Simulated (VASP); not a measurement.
# Mo (Im-3m) in VASP: settings compared

The runs below take Mo through relaxation of cell and atoms, single point, with PBEsol, RPBE, revPBE, PBE.

All numbers are computed with VASP 6.6.1; they aren't measurements. Logs are shortened: lines on timing, memory, paths and dates and some standing lists are left out, and cuts for length are marked.

## Step 1: The cell of the first run

Symmetry: Im-3m, No. 229, cubic system. Conventional cell: a = 3.168 Å, b = 3.168 Å, c = 3.168 Å, α = 90.00°, β = 90.00°, γ = 90.00°. Mo (site symmetry m-3m) has 14 Mo at 2.74 to 3.17 Å within 3.6 Å.

## Step 2: Relaxation of cell and atoms, PBEsol, target pressure 20 GPa, at which the enthalpy is minimised

The input, INCAR:

```
SYSTEM = Mo
ALGO = Normal
EDIFF = 1E-6
EDIFFG = -0.005
ENCUT = 600
GGA = PS
IBRION = 2
ISIF = 3
ISMEAR = -1
LASPH = .TRUE.
LCHARG = .FALSE.
LREAL = .FALSE.
LWAVE = .FALSE.
NELM = 100
NSW = 80
PREC = Accurate
PSTRESS = 200.0
SIGMA = 0.05
```

The input, KPOINTS:

```
k-points
0
G
  12 12 12
  0 0 0
```

The input, POSCAR:

```
Mo
1.0
   -1.5838089719      1.5838089719      1.5838089719
    1.5838089719     -1.5838089719      1.5838089719
    1.5838089719      1.5838089719     -1.5838089719
Mo
1
Direct
    0.0000000000      0.0000000000      0.0000000000
```

Potentials or basis: VASP PAW PBE potentials, release 64 (Mo_sv).

The run is started by

```
$ cat potpaw_PBE.64/Mo_sv/POTCAR > POTCAR
$ mpirun -np 1 vasp_std > vasp.out
```

OUTCAR:

```text
SYSTEM = Mo
   EDIFF = 1E-6
   EDIFFG = -0.005
   ENCUT = 600
   GGA = PS
   IBRION = 2
   ISIF = 3
   ISMEAR = -1
   LASPH = .TRUE.
   LREAL = .FALSE.
   NELM = 100
   NSW = 80
   PREC = Accurate
   PSTRESS = 200.0

 ion  position               nearest neighbor table
   1  0.000  0.000  0.000-

  LATTYP: Found a body centered cubic cell.
 ALAT       =     3.1676179438

  Lattice vectors:

 A1 = (  -1.5838089719,   1.5838089719,   1.5838089719)
 A2 = (   1.5838089719,  -1.5838089719,   1.5838089719)
 A3 = (   1.5838089719,   1.5838089719,  -1.5838089719)

Analysis of symmetry for initial positions (statically):
=====================================================================
 Subroutine PRICEL returns:
 Original cell was already a primitive cell.

 Routine SETGRP: Setting up the symmetry group for a
 body centered cubic supercell.

 Subroutine GETGRP returns: Found 48 space group operations
 (whereof 48 operations were pure point group operations)
 out of a pool of 48 trial point group operations.

The static configuration has the point symmetry O_h .

Analysis of symmetry for dynamics (positions and initial velocities):
=====================================================================
 Subroutine PRICEL returns:
 Original cell was already a primitive cell.

 Routine SETGRP: Setting up the symmetry group for a
 body centered cubic supercell.

 Subroutine GETGRP returns: Found 48 space group operations
 (whereof 48 operations were pure point group operations)
 out of a pool of 48 trial point group operations.

The dynamic configuration has the point symmetry O_h .

 Subroutine INISYM returns: Found 48 space group operations
 (whereof 48 operations are pure point group operations),
 and found     1 'primitive' translations

----------------------------------------------------------------------------------------

                                     Primitive cell

  volume of cell :      15.8916

  direct lattice vectors                    reciprocal lattice vectors
    -1.583808972  1.583808972  1.583808972     0.000000000  0.315694638  0.315694638
     1.583808972 -1.583808972  1.583808972     0.315694638  0.000000000  0.315694638
     1.583808972  1.583808972 -1.583808972     0.315694638  0.315694638  0.000000000

  length of vectors
     2.743237609  2.743237609  2.743237609     0.446459639  0.446459639  0.446459639

  position of ions in fractional coordinates (direct lattice)
     0.000000000  0.000000000  0.000000000

  ion indices of the primitive-cell ions
   primitive index   ion index
                 1           1

----------------------------------------------------------------------------------------

 KPOINTS: k-points

Automatic generation of k-mesh.
 Grid dimensions read from file:
 generate k-points for:   12   12   12

 Generating k-lattice:

  Cartesian coordinates                     Fractional coordinates (reciprocal lattice)
     0.000000000  0.026307886  0.026307886     0.083333333  0.000000000  0.000000000
     0.026307886  0.000000000  0.026307886     0.000000000  0.083333333  0.000000000
     0.026307886  0.026307886  0.000000000     0.000000000  0.000000000  0.083333333

  Length of vectors
     0.037204970  0.037204970  0.037204970

  Shift w.r.t. Gamma in fractional coordinates (k-lattice)
     0.000000000  0.000000000  0.000000000

 Subroutine IBZKPT returns following result:
 ===========================================

 Found     72 irreducible k-points:

 Following reciprocal coordinates:
            Coordinates               Weight
  0.000000  0.000000  0.000000      1.000000
  0.083333  0.000000  0.000000     12.000000
  0.166667  0.000000  0.000000     12.000000
  0.250000  0.000000  0.000000     12.000000
  0.333333  0.000000  0.000000     12.000000
  0.416667  0.000000  0.000000     12.000000
[... 16 lines left out ...]
  0.333333  0.083333  0.083333     24.000000
  0.416667  0.083333  0.083333     12.000000
 [... further k-points ...]
   k-points           NKPTS =     72   k-points in BZ     NKDIM =     72   number of bands    NBANDS=     11
   number of dos      NEDOS =    301   number of ions     NIONS =      1
   total plane-waves  NPLWV =  13824
   dimension x,y,z NGX =    24 NGY =   24 NGZ =   24
   dimension x,y,z NGXF=    48 NGYF=   48 NGZF=   48
   ions per type =               1
   NGX,Y,Z   is equivalent  to a cutoff of  14.54, 14.54, 14.54 a.u.
   NGXF,Y,Z  is equivalent  to a cutoff of  29.09, 29.09, 29.09 a.u.
 SYSTEM =  Mo
   PREC   = accura    normal or accurate (medium, high low for compatibility)
   ISTART =      0    job   : 0-new  1-cont  2-samecut
   ICHARG =      2    charge: 1-file 2-atom 10-const
   ISPIN  =      1    spin polarized calculation?
   LNONCOLLINEAR =      F non collinear calculations
   LSORBIT =      F    spin-orbit coupling
   LASPH  =      T    aspherical Exc in radial PAW
   ENCUT  =  600.0 eV  44.10 Ry    6.64 a.u.   5.48  5.48  5.48*2*pi/ulx,y,z
   NELM   =    100;   NELMIN=  2; NELMDL= -5     # of ELM steps
   EDIFF  = 0.1E-05   stopping-criterion for ELM
   LREAL  =      F    real-space projection
   EDIFFG = -.5E-02   stopping-criterion for IOM
   NSW    =     80    number of steps for IOM
   IBRION =      2    ionic relax: 0-MD 1-quasi-New 2-CG
   NFREE  =      1    steps in history (QN), initial steepest desc. (CG)
   ISIF   =      3    stress and relaxation
   ISYM   =      2    0-nonsym 1-usesym 2-fastsym
   POTIM  = 0.5000    time-step for ionic-motion
   TEBEG  =    0.0;   TEEND  =   0.0 temperature during run
   PSTRESS=  200.0 pullay stress
   NELECT =      14.0000    total number of electrons
   NUPDOWN=      -1.0000    fix difference up-down
   EMIN   =  10.00;   EMAX   =-10.00  energy-range for DOS
   EFERMI =   0.00;   METHOD = LEGACY
   ISMEAR =    -1;   SIGMA  =   0.05  broadening in eV -4-tet -1-fermi 0-gaus
   EFERMI_NEDOS =   21; number of points for ismear=-14 and -15
   IALGO  =     38    algorithm
   IMIX   =      4    mixing-type and parameters
     AMIX     =   0.40;   BMIX     =  1.00
     AMIX_MAG =   1.60;   BMIX_MAG =  1.00
  volume/ion in A,a.u.               =      15.89       107.24
  Fermi-wavevector in a.u.,A,eV,Ry     =   1.569380  2.965698 33.510508  2.462953
  Thomas-Fermi vector in A             =   2.671271
   LORBIT       =      0    0 simple, 1 ext, 2 COOP (PROOUT), +10 PAW based schemes
   GGA     = PS    functional components
   LHFCALC =     F    Hartree Fock is set to
   AEXX    =    0.0000 exact exchange contribution
   IVDW    =     0    specifies the selected vdW correction
   LEPSILON=     F    determine dielectric tensor
   LRPA    =     F    only Hartree local field effects (RPA)
 conjugate gradient relaxation of ions
 non-spin polarized calculation
  energy-cutoff  :      600.00
  volume of cell :       15.89
 maximum number of plane-waves:       555
 NGX is ok and might be reduce to    24
   NGX = 11   NGY = 11   NGZ = 11

--------------------------------------- Ionic step        1  -------------------------------------------

 number of electron      14.0000002 magnetization

 Free energy of the ion-electron system (eV)
  ---------------------------------------------------
  ext. energy  EPLUGINS =         0.00000000
  ---------------------------------------------------
  free energy    TOTEN  =       -11.77905672 eV

  energy without entropy =      -11.77655101  energy(sigma->0) =      -11.77780386

------------------------ aborting loop because EDIFF is reached ----------------------------------------

  FORCE on cell =-STRESS in cart. coord.  units (eV):
  Direction    XX          YY          ZZ          XY          YZ          ZX
  --------------------------------------------------------------------------------------
  -------------------------------------------------------------------------------------
  Total       -0.9159207     -0.9159207     -0.9159207      0.0000000      0.0000000      0.0000000
  in kB      -92.3421715    -92.3421715    -92.3421715      0.0000000      0.0000000      0.0000000
  external PRESSURE =    -292.3421715 kB  Pullay stress =     200.0000000 kB

 VOLUME and BASIS-vectors are now :
 -----------------------------------------------------------------------------
  energy-cutoff  :      600.00
  volume of cell :       15.89
      direct lattice vectors                 reciprocal lattice vectors
    -1.583808972  1.583808972  1.583808972     0.000000000  0.315694638  0.315694638
     1.583808972 -1.583808972  1.583808972     0.315694638  0.000000000  0.315694638
     1.583808972  1.583808972 -1.583808972     0.315694638  0.315694638  0.000000000
[... 118 lines left out ...]
  FREE ENERGIE OF THE ION-ELECTRON SYSTEM (eV)
  ---------------------------------------------------
  free  energy   TOTEN  =       -11.7489667443 eV

  energy  without entropy=      -11.7470740743  energy(sigma->0) =      -11.74802041

  enthalpy is  TOTEN    =        -9.9398771005 eV   P V=        1.8090896437

--------------------------------------- Ionic step        5  -------------------------------------------

 number of electron      14.0000000 magnetization

 Free energy of the ion-electron system (eV)
  ---------------------------------------------------
  ext. energy  EPLUGINS =         0.00000000
  ---------------------------------------------------
  free energy    TOTEN  =       -11.74101826 eV

  energy without entropy =      -11.73913256  energy(sigma->0) =      -11.74007541

 E-fermi :  13.7358     XC(G=0): -13.9879

 val. band max:       13.5897248607   @ k =  -0.1667   0.2500   0.0833
 cond. band min:      13.7910365930   @ k =  -0.3333   0.3333   0.2500
 fundamental gap:      0.2013117323
 Fermi energy:        13.7357511729

 k-point     1 :       0.0000    0.0000    0.0000
  band No.  band energies     occupation
      1     -47.4259      2.00000
      2     -20.5009      2.00000
      3     -20.5009      2.00000
      4     -20.5009      2.00000
      5       6.2694      2.00000
      6      12.2643      2.00000
      7      12.2643      2.00000
      8      12.2643      2.00000
      9      15.5889      0.00000
     10      15.5889      0.00000
     11      28.7123      0.00000

 k-point     2 :       0.0833    0.0000    0.0000
  band No.  band energies     occupation
      1     -47.4020      2.00000
      2     -20.6320      2.00000
      3     -20.5406      2.00000
      4     -20.5021      2.00000
      5       6.6034      2.00000
      6      12.0698      2.00000
      7      12.2266      2.00000
      8      12.5859      2.00000
      9      15.3090      0.00000
     10      15.5928      0.00000
     11      28.9714      0.00000
[... 295 lines left out ...]
 k-point    24 :       0.4167    0.0833    0.0833
  band No.  band energies     occupation
      1     -47.0506      2.00000
      2     -22.1939      2.00000
      3     -21.1607      2.00000
      4     -20.6435      2.00000
      5       8.5946      2.00000
      6       9.9966      2.00000
      7      14.3245      0.00002
      8      15.8584      0.00000
      9      16.4114      0.00000
     10      20.8928      0.00000
     11      25.9992      0.00000

 [... further k-points ...]
[... 5 lines left out ...]
  --------------------------------------------------------------------------------------
  -------------------------------------------------------------------------------------
  Total        1.8021693      1.8021693      1.8021693      0.0000000     -0.0000000     -0.0000000
  in kB      200.1518937    200.1518937    200.1518937      0.0000000     -0.0000000     -0.0000000
  external PRESSURE =       0.1518937 kB  Pullay stress =     200.0000000 kB

 VOLUME and BASIS-vectors are now :
 -----------------------------------------------------------------------------
  energy-cutoff  :      600.00
  volume of cell :       14.43
      direct lattice vectors                 reciprocal lattice vectors
    -1.533541353  1.533541353  1.533541353     0.000000000  0.326042724  0.326042724
     1.533541353 -1.533541353  1.533541353     0.326042724  0.000000000  0.326042724
     1.533541353  1.533541353 -1.533541353     0.326042724  0.326042724  0.000000000

 POSITION                                       TOTAL-FORCE (eV/Angst)
 -----------------------------------------------------------------------------------
      0.00000      0.00000     -0.00000        -0.000000     -0.000000      0.000000
 -----------------------------------------------------------------------------------
    total drift:                                0.000000      0.000000     -0.000000

  FREE ENERGIE OF THE ION-ELECTRON SYSTEM (eV)
  ---------------------------------------------------
  free  energy   TOTEN  =       -11.7410182558 eV

  energy  without entropy=      -11.7391325629  energy(sigma->0) =      -11.74007541

  enthalpy is  TOTEN    =        -9.9402166102 eV   P V=        1.8008016455

 reached required accuracy - stopping structural energy minimisation
```

Wall time 29 s (1 thread of Intel Xeon Platinum 8559C (Emerald Rapids), shared host); peak memory 0.16 GiB.

Results:

```
Free energy                                            : -11.7410 eV
Relaxed volume                                         : 14.43 Å³/atom
Relaxed cell                                           : a = 2.656 Å, b = 2.656 Å, c = 2.656 Å, α = 109.47°, β = 109.47°, γ = 109.47°
Space group after relaxing (to 0.05 Å)                 : Im-3m (No. 229)
Energy change on relaxing (the enthalpy is what falls) : +38.0 meV/atom
Ionic steps                                            : 5
Pressure after relaxing                                : 20.0 GPa
Band gap on the k mesh                                 : zero (band 7 reaches 18.29 eV, above the bottom of band 8 at 12.26 eV)
```

The path:
```csv
step,energy change (eV),largest force (eV/Å),pressure (GPa),volume (Å³)
1,0.0000,0.0000,-9.23,15.89
2,3.1137,0.0000,269.25,10.11
3,0.0139,0.0000,14.51,14.65
4,0.0301,0.0000,18.34,14.49
5,0.0380,0.0000,20.02,14.43
```

Final structure:
```
Mo
1.0
    -1.53354    1.53354    1.53354
     1.53354   -1.53354    1.53354
     1.53354    1.53354   -1.53354
Mo
1
Direct
  0.00000 0.00000 0.00000
```

Levels at points of the mesh, in eV from the Fermi level:
```
           k point  band 3  band 4  band 5  band 6  band 7  band 8  band 9  band 10  band 11
(0.00, 0.00, 0.00)  -34.24  -34.24   -7.47   -1.47   -1.47   -1.47    1.85     1.85    14.98
(0.50, 0.00, 0.00)  -34.80  -34.26   -5.79   -3.76    1.94    2.01    2.64     5.43    12.15
(0.50, 0.50, 0.50)  -35.47  -35.47   -6.06   -6.06    4.55    4.55    4.55     9.74     9.74
```

Caveat: the cell is relaxed towards a set pressure, so the enthalpy falls and the energy may rise; the PAW data sets were made with another functional, which shifts forces and pressure a little.

(Continued in part 2 of 2.)
